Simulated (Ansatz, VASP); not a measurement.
## Two plane-wave programs on MgB12

```xyz
13
Lattice="0.0000 3.7888 3.7888 3.7888 0.0000 3.7888 3.7888 3.7888 0.0000" Properties=species:S:1:pos:R:3 pbc="T T T"
Mg    0.0000    0.0000    0.0000
B     2.8491    4.7285    2.8491
B     4.7285    4.7285    4.7285
B     4.7285    2.8491    2.8491
B     2.8491    2.8491    4.7285
B     3.1872    1.8944    1.8944
B     0.6016    1.8944    1.8944
B     1.8944    1.8944    3.1872
B     1.8944    1.8944    0.6016
B     1.8944    0.6016    1.8944
B     1.8944    3.1872    1.8944
B     5.6832    5.6832    5.6832
B     3.7888    3.7888    3.7888
```

Alike in both runs: functional PBE; k mesh 8 × 8 × 8; occupations gaussian, width 0.1 eV; no spin polarisation.

Ansatz relaxed the structure, and its values are those at the end. VASP's run is a single point on that final structure, the one shown.

|  | VASP | Ansatz |
| --- | --- | --- |
| version | VASP 6.6.1 | Ansatz 0.2.0 |
| potentials or method | VASP PAW PBE potentials, release 64 (Mg, B), cutoff 520 eV | scalar-relativistic, plane waves, PAW |
| valence electrons in the cell | 38 | 46 |

VASP gave:

* gap on the k mesh at the Fermi level (eV): none
* pressure (GPa): 0.0
* rms of the force components (eV/Å): 0.004

Which values does Ansatz return?

gap on the k mesh at the Fermi level (eV): none; pressure (GPa): 0.0; rms of the force components (eV/Å): 0.002.

A gap of «none» marks a metal or a gap that the smearing closes. The functional is the same, so the differences come from potentials, cutoffs and numerics. VASP's potentials hold 38 valence electrons a cell and Ansatz's 46, so a difference there can come from the potentials and not from the codes.
